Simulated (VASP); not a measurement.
# Al2O3 (R-3c) in VASP: a series of runs

Aim: see how the results for Al2O3 move with the level of theory and the settings. Levels: PBE, PBEsol. Tasks: single point.

Program: VASP 6.6.1. These are calculated values, not measurements. Logs are shortened: lines on timing, memory, paths and dates and some standing lists are left out, and cuts for length are marked.

## (1) The cell of the first run

The structure is trigonal, space group R-3c (No. 167). Conventional cell: a = 4.759 Å, b = 4.759 Å, c = 12.995 Å, α = 90.00°, β = 90.00°, γ = 120.00°. Al (site symmetry 3) has 6 O at 1.86 to 1.97 Å within 2.5 Å. Within 2.9 Å of O (site symmetry 2) lie 4 Al at 1.86 to 1.97 Å and 12 O at 2.53 to 2.87 Å.

## (2) Single point, PBE

The input, INCAR:

```
PREC = Accurate ; ENCUT = 520
EDIFF = 1E-6 ; ISMEAR = -1
SIGMA = 0.02 ; LREAL = F
LASPH = T ; NELM = 100
ALGO = Normal ; ISIF = 2
LWAVE = F ; LCHARG = T
GGA = PE ; LELF = T
LVHAR = T ; NBANDS = 35
```

The input, KPOINTS:

```
Automatic mesh
0
Gamma
  6 6 6
```

The input, POSCAR:

```
Al2O3
1.0
    2.3793611047      1.3737247743      4.3315925792
   -2.3793611047      1.3737247743      4.3315925792
    0.0000000000     -2.7474495486      4.3315925792
Al O
4 6
Direct
    0.1480885927      0.1480885927      0.1480885927
    0.3519114073      0.3519114073      0.3519114073
    0.6480885927      0.6480885927      0.6480885927
    0.8519114073      0.8519114073      0.8519114073
    0.9436338431      0.5563661569      0.2500000000
    0.4436338431      0.7500000000      0.0563661569
    0.5563661569      0.2500000000      0.9436338431
    0.2500000000      0.9436338431      0.5563661569
    0.7500000000      0.0563661569      0.4436338431
    0.0563661569      0.4436338431      0.7500000000
```

Potentials or basis: VASP PAW PBE potentials, release 64 (Al, O).

Launch:

```
$ cat potpaw_PBE.64/Al/POTCAR potpaw_PBE.64/O/POTCAR > POTCAR
$ mpirun -np 1 vasp_std > vasp.out
```

OUTCAR:

```text
PREC = Accurate
   ENCUT = 520
   EDIFF = 1E-6
   ISMEAR = -1
   LREAL = F
   LASPH = T
   NELM = 100
   ISIF = 2
   GGA = PE

 ion  position               nearest neighbor table
   1  0.148  0.148  0.148-   6 1.86  10 1.86   9 1.86   5 1.97   7 1.97   8 1.97   2 2.65   4 2.79
                             4 2.79   4 2.79   2 3.22   2 3.22   2 3.22
   2  0.352  0.352  0.352-   9 1.86  10 1.86   6 1.86   5 1.97   7 1.97   8 1.97   1 2.65   3 2.79
                             3 2.79   3 2.79   1 3.22   1 3.22   1 3.22
   3  0.648  0.648  0.648-   8 1.86   5 1.86   7 1.86  10 1.97   9 1.97   6 1.97   4 2.65   2 2.79
                             2 2.79   2 2.79   4 3.22   4 3.22   4 3.22
   4  0.852  0.852  0.852-   7 1.86   5 1.86   8 1.86  10 1.97   9 1.97   6 1.97   3 2.65   1 2.79
                             1 2.79   1 2.79   3 3.22   3 3.22   3 3.22
   5  0.944  0.556  0.250-   3 1.86   4 1.86   1 1.97   2 1.97
   6  0.444  0.750  0.056-   1 1.86   2 1.86   3 1.97   4 1.97
   7  0.556  0.250  0.944-   4 1.86   3 1.86   1 1.97   2 1.97
   8  0.250  0.944  0.556-   3 1.86   4 1.86   1 1.97   2 1.97
   9  0.750  0.056  0.444-   2 1.86   1 1.86   3 1.97   4 1.97
  10  0.056  0.444  0.750-   1 1.86   2 1.86   3 1.97   4 1.97

  LATTYP: Found a trigonal (rhomboedric) cell.
 ALAT       =     5.1294418112
 COS(alpha) =     0.5696612079

  Lattice vectors:

 A1 = (   2.3793611047,   1.3737247743,   4.3315925792)
 A2 = (  -2.3793611047,   1.3737247743,   4.3315925792)
 A3 = (   0.0000000000,  -2.7474495486,   4.3315925792)

Analysis of symmetry for initial positions (statically):
=====================================================================
 Subroutine PRICEL returns:
 Original cell was already a primitive cell.

 Routine SETGRP: Setting up the symmetry group for a
 trigonal (rhombohedral) supercell.

 Subroutine GETGRP returns: Found 12 space group operations
 (whereof  6 operations were pure point group operations)
 out of a pool of 12 trial point group operations.

The static configuration has the point symmetry S_6 .
 The point group associated with its full space group is D_3d.

Analysis of symmetry for dynamics (positions and initial velocities):
=====================================================================
 Subroutine PRICEL returns:
 Original cell was already a primitive cell.

 Routine SETGRP: Setting up the symmetry group for a
 trigonal (rhombohedral) supercell.

 Subroutine GETGRP returns: Found 12 space group operations
 (whereof  6 operations were pure point group operations)
 out of a pool of 12 trial point group operations.

The dynamic configuration has the point symmetry S_6 .
 The point group associated with its full space group is D_3d.

 Subroutine INISYM returns: Found 12 space group operations
 (whereof  6 operations are pure point group operations),
 and found     1 'primitive' translations

----------------------------------------------------------------------------------------

                                     Primitive cell

  volume of cell :      84.9491

  direct lattice vectors                    reciprocal lattice vectors
     2.379361105  1.373724774  4.331592579     0.210140444  0.121324642  0.076953990
    -2.379361105  1.373724774  4.331592579    -0.210140444  0.121324642  0.076953990
     0.000000000 -2.747449549  4.331592579     0.000000000 -0.242649284  0.076953990

  length of vectors
     5.129441811  5.129441811  5.129441811     0.254559604  0.254559604  0.254559604

  position of ions in fractional coordinates (direct lattice)
     0.148088593  0.148088593  0.148088593
     0.351911407  0.351911407  0.351911407
     0.648088593  0.648088593  0.648088593
     0.851911407  0.851911407  0.851911407
     0.943633843  0.556366157  0.250000000
     0.443633843  0.750000000  0.056366157
     0.556366157  0.250000000  0.943633843
     0.250000000  0.943633843  0.556366157
     0.750000000  0.056366157  0.443633843
     0.056366157  0.443633843  0.750000000

  ion indices of the primitive-cell ions
   primitive index   ion index
                 1           1
                 2           2
                 3           3
                 4           4
                 5           5
                 6           6
                 7           7
                 8           8
                 9           9
                10          10

----------------------------------------------------------------------------------------

 KPOINTS: Automatic mesh

Automatic generation of k-mesh.
 Grid dimensions read from file:
 generate k-points for:    6    6    6

 Generating k-lattice:

  Cartesian coordinates                     Fractional coordinates (reciprocal lattice)
     0.035023407  0.020220774  0.012825665     0.166666667  0.000000000  0.000000000
    -0.035023407  0.020220774  0.012825665     0.000000000  0.166666667  0.000000000
     0.000000000 -0.040441547  0.012825665     0.000000000  0.000000000  0.166666667

  Length of vectors
     0.042426601  0.042426601  0.042426601

  Shift w.r.t. Gamma in fractional coordinates (k-lattice)
     0.000000000  0.000000000  0.000000000

 Subroutine IBZKPT returns following result:
 ===========================================

 Found     32 irreducible k-points:

 Following reciprocal coordinates:
            Coordinates               Weight
  0.000000  0.000000  0.000000      1.000000
  0.166667  0.000000  0.000000      6.000000
  0.333333 -0.000000  0.000000      6.000000
  0.500000  0.000000  0.000000      3.000000
  0.166667  0.166667 -0.000000      6.000000
  0.333333  0.166667  0.000000     12.000000
[... 16 lines left out ...]
  0.500000  0.500000  0.166667      6.000000
 -0.333333  0.500000  0.166667     12.000000
 [... further k-points ...]
   k-points           NKPTS =     32   k-points in BZ     NKDIM =     32   number of bands    NBANDS=     35
   number of dos      NEDOS =    301   number of ions     NIONS =     10
   total plane-waves  NPLWV =  64000
   dimension x,y,z NGX =    40 NGY =   40 NGZ =   40
   dimension x,y,z NGXF=    80 NGYF=   80 NGZF=   80
   ions per type =               4   6
   NGX,Y,Z   is equivalent  to a cutoff of  12.96, 12.96, 12.96 a.u.
   NGXF,Y,Z  is equivalent  to a cutoff of  25.93, 25.93, 25.93 a.u.
 SYSTEM =  unknown system
[... 19 lines left out ...]
   PSTRESS=    0.0 pullay stress
   NELECT =      48.0000    total number of electrons
   NUPDOWN=      -1.0000    fix difference up-down
   EMIN   =  10.00;   EMAX   =-10.00  energy-range for DOS
   EFERMI =   0.00;   METHOD = LEGACY
   ISMEAR =    -1;   SIGMA  =   0.02  broadening in eV -4-tet -1-fermi 0-gaus
   EFERMI_NEDOS =   21; number of points for ismear=-14 and -15
   IALGO  =     38    algorithm
   IMIX   =      4    mixing-type and parameters
     AMIX     =   0.40;   BMIX     =  1.00
     AMIX_MAG =   1.60;   BMIX_MAG =  1.00
  volume/ion in A,a.u.               =       8.49        57.33
  Fermi-wavevector in a.u.,A,eV,Ry     =   1.353429  2.557611 24.922758  1.831771
  Thomas-Fermi vector in A             =   2.480685
   LORBIT       =      0    0 simple, 1 ext, 2 COOP (PROOUT), +10 PAW based schemes
   GGA     = PE    functional components
   LHFCALC =     F    Hartree Fock is set to
   AEXX    =    0.0000 exact exchange contribution
   IVDW    =     0    specifies the selected vdW correction
   LEPSILON=     F    determine dielectric tensor
   LRPA    =     F    only Hartree local field effects (RPA)
 non-spin polarized calculation
  energy-cutoff  :      520.00
  volume of cell :       84.95
 maximum number of plane-waves:      2308
 NGX is ok and might be reduce to    40
   NGX = 19   NGY = 19   NGZ = 19

 number of electron      48.0000013 magnetization

 Free energy of the ion-electron system (eV)
  ---------------------------------------------------
  ext. energy  EPLUGINS =         0.00000000
  ---------------------------------------------------
  free energy    TOTEN  =       -74.74902879 eV

  energy without entropy =      -74.74902879  energy(sigma->0) =      -74.74902879

 E-fermi :   6.5926     XC(G=0): -11.6887

 val. band max:        6.1404020171   @ k =   0.0000   0.0000   0.0000
 cond. band min:      12.3797930123   @ k =   0.0000   0.0000   0.0000
 fundamental gap:      6.2393909952
 Fermi energy:         6.5926234252

 k-point     1 :       0.0000    0.0000    0.0000
  band No.  band energies     occupation
      1     -13.1052      2.00000
      2     -10.7701      2.00000
      3     -10.4862      2.00000
      4     -10.4862      2.00000
      5     -10.1683      2.00000
      6     -10.1683      2.00000
[... 27 lines left out ...]
     34      19.7426      0.00000
     35      20.8109      0.00000

 k-point     2 :       0.1667    0.0000    0.0000
  band No.  band energies     occupation
      1     -12.9615      2.00000
      2     -10.8428      2.00000
      3     -10.5693      2.00000
      4     -10.5143      2.00000
      5     -10.2367      2.00000
      6     -10.1787      2.00000
[... 27 lines left out ...]
     34      19.1428      0.00000
     35      20.5114      0.00000

 k-point     3 :       0.3333   -0.0000    0.0000
  band No.  band energies     occupation
      1     -12.5529      2.00000
      2     -11.3030      2.00000
      3     -10.5424      2.00000
      4     -10.5167      2.00000
      5     -10.3812      2.00000
      6     -10.2442      2.00000
[... 27 lines left out ...]
     34      19.6549      0.00000
     35      19.7471      0.00000

 k-point     4 :       0.5000    0.0000    0.0000
  band No.  band energies     occupation
      1     -11.9530      2.00000
      2     -11.9530      2.00000
      3     -10.5013      2.00000
      4     -10.5013      2.00000
      5     -10.3745      2.00000
      6     -10.3745      2.00000
[... 27 lines left out ...]
     34      18.9674      0.00000
     35      19.3501      0.00000

 k-point     5 :       0.1667    0.1667   -0.0000
  band No.  band energies     occupation
      1     -12.9223      2.00000
      2     -10.8517      2.00000
      3     -10.6020      2.00000
      4     -10.5121      2.00000
      5     -10.3017      2.00000
      6     -10.1534      2.00000
[... 638 lines left out ...]
 k-point    22 :      -0.1667    0.3333    0.1667
  band No.  band energies     occupation
      1     -12.2279      2.00000
      2     -11.2874      2.00000
      3     -10.8727      2.00000
      4     -10.7262      2.00000
      5     -10.3863      2.00000
      6     -10.2211      2.00000
[... 27 lines left out ...]
     34      19.5258      0.00000
     35      19.6531      0.00000

 k-point    23 :       0.5000    0.5000    0.1667
  band No.  band energies     occupation
      1     -12.0787      2.00000
      2     -11.3761      2.00000
      3     -11.0184      2.00000
      4     -10.7823      2.00000
      5     -10.4069      2.00000
      6     -10.1226      2.00000
[... 27 lines left out ...]
     34      19.5688      0.00000
     35      19.8845      0.00000

 k-point    24 :      -0.3333    0.5000    0.1667
  band No.  band energies     occupation
      1     -11.7974      2.00000
      2     -11.4221      2.00000
      3     -11.1697      2.00000
      4     -10.9470      2.00000
      5     -10.3570      2.00000
      6     -10.1478      2.00000
[... 27 lines left out ...]
     34      19.5809      0.00000
     35      19.7275      0.00000

 [... further k-points ...]

------------------------ aborting loop because EDIFF is reached ----------------------------------------

  FORCE on cell =-STRESS in cart. coord.  units (eV):
  Direction    XX          YY          ZZ          XY          YZ          ZX
  --------------------------------------------------------------------------------------
  -------------------------------------------------------------------------------------
  Total        4.0351188      4.0351188      3.7386595      0.0000000      0.0000000      0.0000000
  in kB       76.1040853     76.1040853     70.5127351      0.0000000      0.0000000      0.0000000
  external PRESSURE =      74.2403019 kB  Pullay stress =       0.0000000 kB

 VOLUME and BASIS-vectors are now :
 -----------------------------------------------------------------------------
  energy-cutoff  :      520.00
  volume of cell :       84.95
      direct lattice vectors                 reciprocal lattice vectors
     2.379361105  1.373724774  4.331592579     0.210140444  0.121324642  0.076953990
    -2.379361105  1.373724774  4.331592579    -0.210140444  0.121324642  0.076953990
     0.000000000 -2.747449549  4.331592579     0.000000000 -0.242649284  0.076953990

 POSITION                                       TOTAL-FORCE (eV/Angst)
 -----------------------------------------------------------------------------------
      0.00000      0.00000      1.92438        -0.000000     -0.000000     -0.034223
      0.00000      0.00000      4.57301        -0.000000     -0.000000      0.034223
      0.00000      0.00000      8.42177        -0.000000     -0.000000     -0.034223
      0.00000      0.00000     11.07040        -0.000000     -0.000000      0.034223
      0.92145      1.37372      7.58029        -0.020228     -0.000000      0.000000
     -0.72896      1.48486      5.41449        -0.010114     -0.017518     -0.000000
      0.72896     -1.48486      7.58029         0.010114      0.017518     -0.000000
     -1.65041      0.11114      7.58029         0.010114     -0.017518     -0.000000
      1.65041     -0.11114      5.41449        -0.010114      0.017518     -0.000000
     -0.92145     -1.37372      5.41449         0.020228     -0.000000      0.000000
 -----------------------------------------------------------------------------------
    total drift:                               -0.000000      0.000000      0.000000

  FREE ENERGIE OF THE ION-ELECTRON SYSTEM (eV)
  ---------------------------------------------------
  free  energy   TOTEN  =       -74.7490287899 eV

  energy  without entropy=      -74.7490287899  energy(sigma->0) =      -74.74902879
```

It took 3.2 min on 1 thread of Intel Xeon 8259CL, shared host; peak memory 0.26 GiB.

Results:

```
Free energy            : -74.7490 eV
Pressure               : 7.4 GPa
Largest force          : 0.034 eV/Å
Band gap on the k mesh : 6.24 eV
```

Forces on the atoms (eV/Å):
```
Al   0.000  0.000 -0.034
Al   0.000  0.000  0.034
Al   0.000  0.000 -0.034
Al   0.000  0.000  0.034
O   -0.020  0.000  0.000
O   -0.010 -0.018  0.000
O    0.010  0.018  0.000
O    0.010 -0.018  0.000
O   -0.010  0.018  0.000
O    0.020  0.000  0.000
```

Caveat: the cell stands under pressure.

## (3) Single point, PBEsol

This run uses another cell than the first one, of 8.56 Å³/atom.

The input, INCAR:

```
  PREC = Accurate
  ENCUT = 520
  EDIFF = 1E-6
  ISMEAR = -1
  SIGMA = 0.02
  LREAL = F
  LASPH = T
  NELM = 100
  ALGO = Normal
  ISIF = 2
  LWAVE = F
  LCHARG = T
  GGA = PS
  LELF = T
  LVHAR = T
  NBANDS = 35
```

The input, KPOINTS:

```
regular mesh
0
Gamma
  6 6 6
```

The input, POSCAR:

```
Al2O3
1.0
    2.3869367135      1.3780985541      4.3382737152
   -2.3869367135      1.3780985541      4.3382737152
    0.0000000000     -2.7561971082      4.3382737152
Al O
4 6
Direct
    0.1479208893      0.1479208893      0.1479208893
    0.3520791107      0.3520791107      0.3520791107
    0.6479208893      0.6479208893      0.6479208893
    0.8520791107      0.8520791107      0.8520791107
    0.9441400664      0.5558599336      0.2500000000
    0.4441400664      0.7500000000      0.0558599336
    0.5558599336      0.2500000000      0.9441400664
    0.2500000000      0.9441400664      0.5558599336
    0.7500000000      0.0558599336      0.4441400664
    0.0558599336      0.4441400664      0.7500000000
```

Potentials or basis: VASP PAW PBE potentials, release 64 (Al, O).

Launch:

```
$ cat potpaw_PBE.64/Al/POTCAR potpaw_PBE.64/O/POTCAR > POTCAR
$ mpirun -np 1 vasp_std > vasp.out
```

It took 2.5 min on 1 thread of Intel Xeon 8259CL, shared host; peak memory 0.26 GiB.

Results (log left out):

```
Free energy            : -78.6643 eV
Pressure               : 0.1 GPa
Largest force          : 0.005 eV/Å
Band gap on the k mesh : 6.04 eV
```

Forces on the atoms (eV/Å):
```
Al   0.000  0.000  0.002
Al   0.000  0.000 -0.002
Al   0.000  0.000  0.002
Al   0.000  0.000 -0.002
O    0.005  0.000  0.000
O    0.002  0.004  0.000
O   -0.002 -0.004  0.000
O   -0.002  0.004  0.000
O    0.002 -0.004  0.000
O   -0.005  0.000  0.000
```

Stress tensor (GPa, compression positive):
```
0.09 0.00 0.00
0.00 0.09 0.00
0.00 0.00 0.00
```

Levels at points of the mesh, in eV from the valence-band top:
| k point | band 20 | band 21 | band 22 | band 23 | band 24 | band 25 | band 26 | band 27 | band 28 | band 29 |
| --- | --- | --- | --- | --- | --- | --- | --- | --- | --- | --- |
| (0.00, 0.00, 0.00) | -0.50 | -0.50 | -0.04 | -0.04 | 0.00 | 6.04 | 8.91 | 10.59 | 11.34 | 11.34 |
| (0.50, 0.00, 0.00) | -1.32 | -0.91 | -0.91 | -0.27 | -0.27 | 9.26 | 9.26 | 9.47 | 9.47 | 11.54 |
| (0.50, 0.50, 0.00) | -1.30 | -1.01 | -0.91 | -0.74 | -0.25 | 9.41 | 9.55 | 9.73 | 10.22 | 10.96 |
| (0.50, 0.50, 0.50) | -2.01 | -0.38 | -0.38 | -0.38 | -0.38 | 8.48 | 8.48 | 10.90 | 10.90 | 12.31 |

Caveat: the PAW data sets were made with another functional, which shifts forces and pressure a little.

## (4) Single point, PBE

This run uses another cell than the first one, of 8.76 Å³/atom.

The input, INCAR:

```
SYSTEM = Al2O3
  PREC = Accurate
  ENCUT = 520
  EDIFF = 1E-7
  ISMEAR = -1
  SIGMA = 0.02
  LREAL = .False.
  LASPH = .True.
  NELM = 80
  ALGO = Normal
  ISIF = 2
  LWAVE = .False.
  LCHARG = .True.
  GGA = PE
  LELF = .True.
  LVHAR = .True.
  NBANDS = 35
```

The input, KPOINTS:

```
Automatic mesh
0
Gamma
  6 6 6
  0 0 0
```

The input, POSCAR:

```
Al2O3
1.0
    2.4042988044      1.3881225619      4.3749117461
   -2.4042988044      1.3881225619      4.3749117461
    0.0000000000     -2.7762451238      4.3749117461
Al O
4 6
Direct
    0.1478748935      0.1478748935      0.1478748935
    0.3521251065      0.3521251065      0.3521251065
    0.6478748935      0.6478748935      0.6478748935
    0.8521251065      0.8521251065      0.8521251065
    0.9438371957      0.5561628043      0.2500000000
    0.4438371957      0.7500000000      0.0561628043
    0.5561628043      0.2500000000      0.9438371957
    0.2500000000      0.9438371957      0.5561628043
    0.7500000000      0.0561628043      0.4438371957
    0.0561628043      0.4438371957      0.7500000000
```

Launch:

```
$ cat potpaw_PBE.64/Al/POTCAR potpaw_PBE.64/O/POTCAR > POTCAR
$ mpirun -np 1 vasp_std > vasp.out
```

Run time: 2.6 min. Hardware: 1 thread of Intel Xeon 8259CL, shared host; peak memory 0.26 GiB.

The run converged. Its results:

```
Free energy            : -74.8122 eV
Pressure               : -0.2 GPa
Largest force          : 0.008 eV/Å
Band gap on the k mesh : 5.85 eV
```

Forces on the atoms (eV/Å):
```
Al   0.000  0.000 -0.008
Al   0.000  0.000  0.008
Al   0.000  0.000 -0.008
Al   0.000  0.000  0.008
O   -0.001  0.000  0.000
O   -0.001 -0.001  0.000
O    0.001  0.001  0.000
O    0.001 -0.001  0.000
O   -0.001  0.001  0.000
O    0.001  0.000  0.000
```

Levels at points of the mesh, in eV from the valence-band top:
```
           k point  band 22  band 23  band 24  band 25  band 26  band 27
(0.00, 0.00, 0.00)    -0.03    -0.03     0.00     5.85     8.90    10.36
(0.50, 0.00, 0.00)    -0.86    -0.25    -0.25     9.13     9.13     9.35
(0.50, 0.50, 0.00)    -0.87    -0.70    -0.23     9.35     9.49     9.61
(0.50, 0.50, 0.50)    -0.35    -0.35    -0.35     8.35     8.35    10.84
```

## (5) Overview

```csv
level,cell,gap on the mesh (eV),pressure (GPa),largest force (eV/Å)
PBE,"a = 5.129 Å, angles 55.3°, 10 atoms",6.24,7.4,0.03
PBEsol,"a = 5.140 Å, angles 55.3°, 10 atoms",6.04,0.1,-
PBE,"a = 5.181 Å, angles 55.3°, 10 atoms",5.85,-0.2,0.01
```

Alike in all rows: task single point; potentials or basis VASP PAW PBE potentials, release 64 (Al, O); no spin polarisation; k mesh 6 × 6 × 6; cutoff (eV) 520; smearing fermi-dirac 0.02 eV.

Caveats: the cell stands under pressure (at least some runs); the PAW data sets were made with another functional, which shifts forces and pressure a little (at least some runs).

Absolute energies hang on the potentials; compare differences alone.
